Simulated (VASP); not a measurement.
# Li32HF32 (a cell with a defect) in VASP: notebook

Aim: see how the results for Li32HF32 (a cell with a defect) move with the level of theory and the settings. Levels: PBEsol, PBE. Tasks: single point.

All numbers are computed with VASP 6.6.1; they aren't measurements. Logs are shortened: lines on timing, memory, paths and dates and some standing lists are left out, and cuts for length are marked.

### 1 The cell of the first run

The cell holds a defect, 65 atoms: a = 8.015 Å, b = 8.015 Å, c = 8.015 Å, α = 90.00°, β = 90.00°, γ = 90.00°.

### 2 Single point, PBEsol

File INCAR:

```
PREC     = Accurate       # precision mode
ENCUT    = 520            # plane-wave cutoff, eV
EDIFF    = 1E-7           # SCF threshold, eV
ISMEAR   = -1             # smearing method
SIGMA    = 0.05           # smearing width, eV
LREAL    = Auto         
LASPH    = T              # aspherical terms in the spheres
NELM     = 80             # most SCF steps
ALGO     = Normal         # electronic algorithm
ISIF     = 2              # what is computed and relaxed
LWAVE    = F              # write WAVECAR
LCHARG   = F              # write CHGCAR
GGA      = PS             # functional
NELECT   = 322.0        
ISYM     = 0            
NBANDS   = 198            # bands
```

File KPOINTS:

```
Automatic mesh
0
Gamma
  1 1 1
  0.25 0.25 0.25
```

File POSCAR:

```
Li32HF32
1.0
    8.0151850000      0.0000000000      0.0000000000
    0.0000000000      8.0151850000      0.0000000000
    0.0000000000      0.0000000000      8.0151850000
F Li H
32 32 1
Direct
    0.2533580000      0.9934900000      0.9971390000
    0.2465900000      0.0003350000      0.5119830000
    0.2590230000      0.4927750000      0.0030330000
    0.2571130000      0.4981580000      0.4943080000
    0.7543210000      0.0003800000      0.9992790000
    0.7531840000      0.0037350000      0.5056110000
    0.7503950000      0.4989380000      0.9960510000
    0.7490300000      0.5009850000      0.5005400000
    0.9961730000      0.2479670000      0.9954600000
    0.9995960000      0.2511870000      0.5115490000
    0.9989990000      0.7454060000      0.9927530000
    0.9999670000      0.7505300000      0.5005040000
    0.4965880000      0.2524580000      0.0004900000
    0.4953410000      0.2479230000      0.5006110000
    0.4962610000      0.7555560000      0.9982980000
    0.4976300000      0.7476140000      0.5071400000
    0.0014890000      0.9929970000      0.2459350000
    0.9928000000      0.9945180000      0.7506050000
    0.0085950000      0.4956320000      0.2474630000
    0.0070690000      0.5019500000      0.7411770000
    0.4931550000      0.9994780000      0.2427200000
    0.5019470000      0.0112090000      0.7447250000
    0.4992160000      0.5035580000      0.2540710000
    0.4992080000      0.5015270000      0.7513620000
    0.2408440000      0.2568800000      0.2463100000
    0.2533560000      0.2454390000      0.7645590000
    0.2481830000      0.7491070000      0.2522500000
    0.2478420000      0.7511080000      0.7589360000
    0.7509780000      0.2458710000      0.2482480000
    0.7571000000      0.2445510000      0.7537850000
    0.7516370000      0.7423640000      0.2571110000
    0.7527280000      0.7474960000      0.7478670000
    0.0022360000      0.0040480000      0.0029840000
    0.9963990000      0.9948960000      0.4961690000
    0.0031220000      0.5049170000      0.0055900000
    0.0012890000      0.4993120000      0.4947660000
    0.5000710000      0.9990640000      0.0076720000
    0.4914720000      0.9950040000      0.4994450000
    0.5028710000      0.5032480000      0.9918430000
    0.5000260000      0.5036570000      0.5065480000
    0.2445270000      0.2466280000      0.9931800000
    0.2457620000      0.2605690000      0.5036970000
    0.2484080000      0.7552390000      0.0046090000
    0.2514530000      0.7471710000      0.5076240000
    0.7630530000      0.2448750000      0.9976390000
    0.7570240000      0.2443110000      0.5038820000
    0.7464160000      0.7582680000      0.9944310000
    0.7447570000      0.7529780000      0.4968250000
    0.2488890000      0.9939400000      0.2545460000
    0.2572000000      0.9986930000      0.7367380000
    0.2440070000      0.4957460000      0.2458630000
    0.2475260000      0.4987000000      0.7467440000
    0.7470090000      0.9963300000      0.2516560000
    0.7485760000      0.0043240000      0.7484510000
    0.7461230000      0.5038230000      0.2465210000
    0.7526580000      0.5004700000      0.7548020000
    0.0036610000      0.2552190000      0.2535670000
    0.0051310000      0.2429940000      0.7486250000
    0.9970870000      0.7404480000      0.2459320000
    0.9999410000      0.7495750000      0.7466550000
    0.4998320000      0.2483280000      0.2505390000
    0.4986230000      0.2537810000      0.7531300000
    0.5002840000      0.7472260000      0.2564940000
    0.5005540000      0.7422940000      0.7552670000
    0.3717310000      0.3656100000      0.3657490000
```

Potentials or basis: VASP PAW PBE potentials, release 64 (F, Li_sv, H).

The run is started by

```
$ cat potpaw_PBE.64/F/POTCAR potpaw_PBE.64/Li_sv/POTCAR potpaw_PBE.64/H/POTCAR > POTCAR
$ mpirun -np 1 vasp_std > vasp.out
```

OUTCAR:

```text
PREC = Accurate
   ENCUT = 520
   EDIFF = 1E-7
   ISMEAR = -1
   LREAL = Auto
   LASPH = T
   NELM = 80
   ISIF = 2
   GGA = PS
   NELECT = 322.0
   ISYM = 0

 ion  position               nearest neighbor table
   1  0.253  0.993  0.997-  43 1.91  37 1.98  33 2.02  41 2.03  49 2.06  50 2.09
   2  0.247  0.000  0.512-  50 1.80  38 1.97  34 2.01  44 2.03  49 2.06  42 2.09
   3  0.259  0.493  0.003-  51 1.95  39 1.96  41 1.98  35 2.05  52 2.06  43 2.11
   4  0.257  0.498  0.494-  42 1.91  40 1.95  51 1.99  44 2.00  52 2.02  36 2.05
   5  0.754  0.000  0.999-  47 1.94  45 1.96  33 1.99  54 2.01  53 2.02  37 2.04
   6  0.753  0.004  0.506-  46 1.93  54 1.95  34 1.95  48 2.01  53 2.04  38 2.10
[... 33 lines left out ...]
  40  0.500  0.504  0.507-   4 1.95  16 1.96  24 1.96   8 2.00  23 2.02  14 2.05
  41  0.245  0.247  0.993-  26 1.83   3 1.98   9 1.99  13 2.02   1 2.03  25 2.03
  42  0.246  0.261  0.504-  65 1.72   4 1.91  10 1.98  14 2.00  25 2.06   2 2.09  26 2.10
  43  0.248  0.755  0.005-   1 1.91  28 1.97  27 1.99  15 1.99  11 2.00   3 2.11
  44  0.251  0.747  0.508-  16 1.97   4 2.00  28 2.01  12 2.02   2 2.03  27 2.05
  45  0.763  0.245  0.998-   9 1.87  30 1.96   5 1.96  29 2.01   7 2.04  13 2.14
  46  0.757  0.244  0.504-   6 1.93  10 1.95  30 2.00  29 2.05   8 2.06  14 2.10
  47  0.746  0.758  0.994-   5 1.94  32 1.98  15 2.01  11 2.03   7 2.08  31 2.11
  48  0.745  0.753  0.497-  31 1.92  16 1.98   6 2.01  32 2.01   8 2.02  12 2.05
[... 10 lines left out ...]
  59  0.997  0.740  0.246-  19 1.96  31 1.97  27 2.01  17 2.02  11 2.03  12 2.04
  60  1.000  0.750  0.747-  18 1.96  11 1.97  12 1.97  32 1.98  20 1.99  28 1.99
  61  0.500  0.248  0.251-  65 1.67  21 2.00  13 2.00  14 2.00  29 2.01  23 2.05  25 2.08
  62  0.499  0.254  0.753-  22 1.95  26 1.97  13 1.98  24 1.99  14 2.02  30 2.07
  63  0.500  0.747  0.256-  23 1.95  16 2.01  31 2.02  27 2.02  21 2.03  15 2.07
  64  0.501  0.742  0.755-  24 1.93  15 1.95  16 1.99  32 2.02  28 2.03  22 2.16
  65  0.372  0.366  0.366-  61 1.67  42 1.72

IMPORTANT INFORMATION: All symmetrisations will be switched off!
NOSYMM: (Re-)initialisation of all symmetry stuff for point group C_1.

----------------------------------------------------------------------------------------

                                     Primitive cell

  volume of cell :     514.9211

  direct lattice vectors                    reciprocal lattice vectors
     8.015185000  0.000000000  0.000000000     0.124763184  0.000000000  0.000000000
     0.000000000  8.015185000  0.000000000     0.000000000  0.124763184  0.000000000
     0.000000000  0.000000000  8.015185000     0.000000000  0.000000000  0.124763184

  length of vectors
     8.015185000  8.015185000  8.015185000     0.124763184  0.124763184  0.124763184

  position of ions in fractional coordinates (direct lattice)
     0.253358000  0.993490000  0.997139000
     0.246590000  0.000335000  0.511983000
     0.259023000  0.492775000  0.003033000
     0.257113000  0.498158000  0.494308000
     0.754321000  0.000380000  0.999279000
     0.753184000  0.003735000  0.505611000
[... 57 lines left out ...]
     0.500554000  0.742294000  0.755267000
     0.371731000  0.365610000  0.365749000

  ion indices of the primitive-cell ions
   primitive index   ion index
                 1           1
                 2           2
                 3           3
                 4           4
                 5           5
                 6           6
[... 57 lines left out ...]
                64          64
                65          65

----------------------------------------------------------------------------------------

 KPOINTS: Automatic mesh

Automatic generation of k-mesh.
 Grid dimensions read from file:
 generate k-points for:    1    1    1

 Generating k-lattice:

  Cartesian coordinates                     Fractional coordinates (reciprocal lattice)
     0.124763184  0.000000000  0.000000000     1.000000000  0.000000000  0.000000000
     0.000000000  0.124763184  0.000000000     0.000000000  1.000000000  0.000000000
     0.000000000  0.000000000  0.124763184     0.000000000  0.000000000  1.000000000

  Length of vectors
     0.124763184  0.124763184  0.124763184

  Shift w.r.t. Gamma in fractional coordinates (k-lattice)
     0.250000000  0.250000000  0.250000000

 Subroutine IBZKPT returns following result:
 ===========================================

 Found      4 irreducible k-points:

 Following reciprocal coordinates:
            Coordinates               Weight
  0.250000  0.250000  0.250000      2.000000
 -0.250000  0.250000  0.250000      2.000000
 -0.250000 -0.250000  0.250000      2.000000
  0.250000 -0.250000  0.250000      2.000000
   k-points           NKPTS =      4   k-points in BZ     NKDIM =      4   number of bands    NBANDS=    198
   number of dos      NEDOS =    301   number of ions     NIONS =     65
   total plane-waves  NPLWV = 216000
[... 25 lines left out ...]
   PSTRESS=    0.0 pullay stress
   NELECT =     322.0000    total number of electrons
   NUPDOWN=      -1.0000    fix difference up-down
   EMIN   =  10.00;   EMAX   =-10.00  energy-range for DOS
   EFERMI =   0.00;   METHOD = LEGACY
   ISMEAR =    -1;   SIGMA  =   0.05  broadening in eV -4-tet -1-fermi 0-gaus
   EFERMI_NEDOS =   21; number of points for ismear=-14 and -15
   IALGO  =     38    algorithm
   IMIX   =      4    mixing-type and parameters
     AMIX     =   0.40;   BMIX     =  1.00
     AMIX_MAG =   1.60;   BMIX_MAG =  1.00
  volume/ion in A,a.u.               =       7.92        53.46
  Fermi-wavevector in a.u.,A,eV,Ry     =   1.399952  2.645526 26.665602  1.959866
  Thomas-Fermi vector in A             =   2.522961
   LORBIT       =      0    0 simple, 1 ext, 2 COOP (PROOUT), +10 PAW based schemes
   GGA     = PS    functional components
   LHFCALC =     F    Hartree Fock is set to
   AEXX    =    0.0000 exact exchange contribution
   IVDW    =     0    specifies the selected vdW correction
   LEPSILON=     F    determine dielectric tensor
   LRPA    =     F    only Hartree local field effects (RPA)
 non-spin polarized calculation
  energy-cutoff  :      520.00
  volume of cell :      514.92
 maximum number of plane-waves:     13823
   NGX = 29   NGY = 29   NGZ = 29

 number of electron     322.0000013 magnetization

 Free energy of the ion-electron system (eV)
  ---------------------------------------------------
  ext. energy  EPLUGINS =         0.00000000
  ---------------------------------------------------
  free energy    TOTEN  =      -306.24970181 eV

  energy without entropy =     -306.24939293  energy(sigma->0) =     -306.24954737

 E-fermi :   8.0117     XC(G=0): -10.3504

 val. band max:        7.5792977169   @ k =   0.2500   0.2500   0.2500
 cond. band min:       8.4405084483   @ k =  -0.2500  -0.2500   0.2500
 fundamental gap:      0.8612107314
 Fermi energy:         8.0117063601

 k-point     1 :       0.2500    0.2500    0.2500
  band No.  band energies     occupation
      1     -41.6831      2.00000
      2     -41.6635      2.00000
      3     -41.5420      2.00000
      4     -41.5052      2.00000
      5     -41.4999      2.00000
      6     -41.4524      2.00000
[... 165 lines left out ...]
    172      10.5678      0.00000
    173      10.8785      0.00000

 k-point     2 :      -0.2500    0.2500    0.2500
  band No.  band energies     occupation
      1     -41.6831      2.00000
      2     -41.6635      2.00000
      3     -41.5420      2.00000
      4     -41.5053      2.00000
      5     -41.4999      2.00000
      6     -41.4524      2.00000
[... 165 lines left out ...]
    172      10.5921      0.00000
    173      10.8676      0.00000

 k-point     3 :      -0.2500   -0.2500    0.2500
  band No.  band energies     occupation
      1     -41.6831      2.00000
      2     -41.6635      2.00000
      3     -41.5420      2.00000
      4     -41.5053      2.00000
      5     -41.4999      2.00000
      6     -41.4524      2.00000
[... 165 lines left out ...]
    172      10.5582      0.00000
    173      10.9215      0.00000

 k-point     4 :       0.2500   -0.2500    0.2500
  band No.  band energies     occupation
      1     -41.6831      2.00000
      2     -41.6635      2.00000
      3     -41.5420      2.00000
      4     -41.5052      2.00000
      5     -41.4999      2.00000
      6     -41.4524      2.00000
[... 165 lines left out ...]
    172      10.5309      0.00000
    173      10.8414      0.00000
 [bands above 173 left out]

------------------------ aborting loop because EDIFF is reached ----------------------------------------

  FORCE on cell =-STRESS in cart. coord.  units (eV):
  Direction    XX          YY          ZZ          XY          YZ          ZX
  --------------------------------------------------------------------------------------
  -------------------------------------------------------------------------------------
  Total       19.3105081     19.2246177     20.0545702      0.4763046      0.1268977      1.1815021
  in kB       60.0846633     59.8174152     62.3998130      1.4820222      0.3948423      3.6762449
  external PRESSURE =      60.7672972 kB  Pullay stress =       0.0000000 kB

 VOLUME and BASIS-vectors are now :
 -----------------------------------------------------------------------------
  energy-cutoff  :      520.00
  volume of cell :      514.92
      direct lattice vectors                 reciprocal lattice vectors
     8.015185000  0.000000000  0.000000000     0.124763184  0.000000000  0.000000000
     0.000000000  8.015185000  0.000000000     0.000000000  0.124763184  0.000000000
     0.000000000  0.000000000  8.015185000     0.000000000  0.000000000  0.124763184

 POSITION                                       TOTAL-FORCE (eV/Angst)
 -----------------------------------------------------------------------------------
      2.03071      7.96301      7.99225        -0.229213      0.074585      0.015886
      1.97646      0.00269      4.10364        -0.081948     -0.274870     -0.600682
      2.07612      3.94968      0.02431        -0.533142      0.511076     -0.394695
      2.06081      3.99283      3.96197        -2.263830      2.394973      2.530184
      6.04602      0.00305      8.00941        -0.201101     -0.224489      0.159191
      6.03691      0.02994      4.05257        -0.035490     -0.426939     -0.449357
[... 57 lines left out ...]
      4.01203      5.94962      6.05360        -0.088315      0.248819     -0.076248
      2.97949      2.93043      2.93155         0.436786      0.108824      0.134744
 -----------------------------------------------------------------------------------
    total drift:                               -0.004422      0.002490     -0.016526

  FREE ENERGIE OF THE ION-ELECTRON SYSTEM (eV)
  ---------------------------------------------------
  free  energy   TOTEN  =      -306.2497018110 eV

  energy  without entropy=     -306.2493929292  energy(sigma->0) =     -306.24954737
```

Wall time 11 min (1 thread of Intel Xeon Platinum 8375C at 2.90GHz (Ice Lake), shared host); peak memory 0.62 GiB.

What came out:

```yaml
Free_energy: -306.2497 eV
Largest_force: 4.600 eV/Å
```

Forces on the atoms (eV/Å):
```
F   -0.229  0.075  0.016
F   -0.082 -0.275 -0.601
F   -0.533  0.511 -0.395
F   -2.264  2.395  2.530
F   -0.201 -0.224  0.159
F   -0.035 -0.427 -0.449
F    0.230  0.142  0.018
F    0.283  0.011  0.082
F    0.088  0.110 -0.027
F   -0.010 -0.139 -0.405
F   -0.083  0.032  0.400
F   -0.090  0.048 -0.146
F    0.413 -0.240 -0.131
F    2.356 -2.057  2.431
F    0.364 -0.027 -0.093
F    0.113  0.451 -0.066
F   -0.276 -0.062  0.220
F    0.273  0.120 -0.014
F   -0.700  0.325 -0.012
F   -0.261 -0.114  0.403
F    0.382 -0.366  0.451
F    0.047 -0.677  0.315
F    2.280  2.357 -2.014
F    0.159  0.078  0.086
F   -2.733 -2.826 -2.389
F   -0.341  0.129 -0.648
F   -0.085  0.203 -0.043
F    0.183 -0.005 -0.274
F    0.296 -0.037  0.035
F   -0.055  0.334  0.033
F    0.079  0.547 -0.286
F   -0.264  0.076  0.121
Li   0.129 -0.113 -0.127
Li   0.132  0.057  0.122
Li   0.085 -0.247 -0.302
Li   0.084  0.066  0.201
Li  -0.190  0.273 -0.350
Li   0.135  0.554  0.124
Li  -0.202 -0.269  0.582
Li  -0.185 -0.591 -0.602
Li   0.282  0.051  0.614
Li   0.397 -0.115 -0.239
Li   0.096 -0.162 -0.102
Li  -0.128 -0.226 -0.159
Li  -0.450  0.149  0.083
Li  -0.493  0.251 -0.029
Li   0.083 -0.219  0.036
Li   0.170 -0.204  0.256
Li  -0.062  0.394 -0.142
Li  -0.058  0.053  0.703
Li   0.740 -0.165  0.186
Li   0.063  0.004  0.067
Li   0.095  0.218 -0.016
Li  -0.049 -0.024 -0.005
Li  -0.342 -0.335  0.135
Li   0.106 -0.138 -0.256
Li   0.066 -0.204 -0.102
Li  -0.087  0.113  0.119
Li   0.184  0.218  0.154
Li   0.049 -0.019  0.017
Li  -0.128  0.295  0.008
Li   0.048 -0.145 -0.174
Li  -0.221 -0.347 -0.167
Li  -0.088  0.249 -0.076
H    0.437  0.109  0.135
```

Caveat: the cell carries a net charge on a neutralising background, which shifts energy and pressure; the cell is charged against a uniform background, so pressure and absolute levels hang on convention; the cutoff is under 1.25 times the usual one of these potentials, so pressure, stress and relaxed cells hold a basis-set (Pulay) error; the PAW data sets were made with another functional, which shifts forces and pressure a little.

### 3 Single point, PBE

File INCAR:

```
PREC = Accurate
ENCUT = 520
EDIFF = 1E-6
ISMEAR = -1
SIGMA = 0.05
LREAL = Auto
LASPH = True
NELM = 60
ALGO = Normal
ISIF = 2
LWAVE = False
LCHARG = False
GGA = PE
NBANDS = 198
NELECT = 322.0
ISYM = 0
```

KPOINTS is that of step 2.

POSCAR is that of step 2.

Potentials or basis: VASP PAW PBE potentials, release 64 (F, Li_sv, H).

The run is started by

```
$ cat potpaw_PBE.64/F/POTCAR potpaw_PBE.64/Li_sv/POTCAR potpaw_PBE.64/H/POTCAR > POTCAR
$ mpirun -np 1 vasp_std > vasp.out
```

Wall time 9.8 min (1 thread of Intel Xeon Platinum 8375C at 2.90GHz (Ice Lake), shared host); peak memory 0.62 GiB.

It converged, with:

```
Free energy   : -298.9262 eV
Largest force : 4.877 eV/Å
```

Forces on the atoms (eV/Å):
```
F   -0.246  0.081  0.018
F   -0.088 -0.282 -0.626
F   -0.554  0.539 -0.415
F   -2.388  2.532  2.677
F   -0.215 -0.241  0.169
F   -0.043 -0.443 -0.475
F    0.235  0.148  0.023
F    0.295  0.001  0.087
F    0.092  0.115 -0.025
F   -0.014 -0.149 -0.423
F   -0.088  0.030  0.417
F   -0.090  0.049 -0.151
F    0.439 -0.252 -0.134
F    2.496 -2.177  2.568
F    0.388 -0.033 -0.095
F    0.121  0.480 -0.067
F   -0.282 -0.057  0.229
F    0.289  0.120 -0.008
F   -0.741  0.340 -0.013
F   -0.270 -0.117  0.424
F    0.400 -0.379  0.473
F    0.057 -0.709  0.334
F    2.420  2.496 -2.133
F    0.169  0.076  0.091
F   -2.894 -3.002 -2.529
F   -0.359  0.134 -0.667
F   -0.088  0.218 -0.047
F    0.190 -0.008 -0.286
F    0.307 -0.036  0.039
F   -0.070  0.356  0.031
F    0.081  0.571 -0.304
F   -0.276  0.080  0.127
Li   0.135 -0.111 -0.125
Li   0.137  0.063  0.120
Li   0.090 -0.252 -0.302
Li   0.100  0.062  0.199
Li  -0.193  0.281 -0.351
Li   0.133  0.575  0.119
Li  -0.205 -0.275  0.604
Li  -0.223 -0.639 -0.648
Li   0.287  0.053  0.640
Li   0.453 -0.072 -0.298
Li   0.096 -0.168 -0.099
Li  -0.126 -0.245 -0.164
Li  -0.458  0.154  0.087
Li  -0.515  0.260 -0.035
Li   0.081 -0.221  0.039
Li   0.168 -0.208  0.256
Li  -0.060  0.418 -0.139
Li  -0.056  0.057  0.705
Li   0.797 -0.216  0.232
Li   0.065  0.000  0.051
Li   0.091  0.224 -0.014
Li  -0.055 -0.024 -0.006
Li  -0.362 -0.344  0.139
Li   0.104 -0.143 -0.262
Li   0.087 -0.205 -0.099
Li  -0.083  0.116  0.116
Li   0.188  0.216  0.156
Li   0.052 -0.021  0.015
Li  -0.187  0.351  0.062
Li   0.047 -0.142 -0.192
Li  -0.226 -0.368 -0.166
Li  -0.090  0.250 -0.079
H    0.456  0.092  0.131
```

Levels at points of the mesh, in eV from the Fermi level:
| k point | band 158 | band 159 | band 160 | band 161 | band 162 | band 163 | band 164 | band 165 |
| --- | --- | --- | --- | --- | --- | --- | --- | --- |
| (0.25, 0.25, 0.25) | -8.61 | -8.53 | -8.40 | -0.45 | 0.45 | 1.25 | 1.32 | 1.45 |

Caveat: the cell carries a net charge on a neutralising background, which shifts energy and pressure; the cell is charged against a uniform background, so pressure and absolute levels hang on convention; the cutoff is under 1.25 times the usual one of these potentials, so pressure, stress and relaxed cells hold a basis-set (Pulay) error.
